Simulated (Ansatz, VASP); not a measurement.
# Two plane-wave programs on MgO

```xyz
2
Lattice="-0.0189 2.1095 2.1095 2.1095 -0.0189 2.1095 2.1095 2.1095 -0.0189" Properties=species:S:1:pos:R:3 pbc="T T T"
Mg    0.0000    0.0000    0.0000
O     2.1001    2.1001    2.1001
```

Change from the starting cell: strained cell.

Alike in both runs: functional PBEsol; k mesh 9 × 9 × 9; occupations gaussian, width 0.02 eV; no spin polarisation.

Ansatz relaxed the structure, and its values are those at the end. VASP's run is a single point on that final structure, the one shown.

```csv
,VASP,Ansatz
version,VASP 6.6.1,Ansatz 0.2.0
potentials or method,"VASP PAW PBE potentials, release 64 (Mg, O), cutoff 600 eV","scalar-relativistic, plane waves, PAW"
valence electrons in the cell,8,16
```

|  | VASP | Ansatz | Ansatz less VASP |
| --- | --- | --- | --- |
| gap on the k mesh at the Fermi level (eV) | 4.39 | 4.40 | +0.006 |
| least direct gap on the mesh (eV) | 4.39 | 4.40 | +0.006 |
| pressure (GPa) | -3.3 | -2.5 | +0.83 |

VASP's potentials were made for PBE, not for PBEsol, and Ansatz warns of the same on its side. VASP's potentials hold 8 valence electrons a cell and Ansatz's 16, so a difference there can come from the potentials and not from the codes. Ansatz's warnings: stress scf threshold loose.
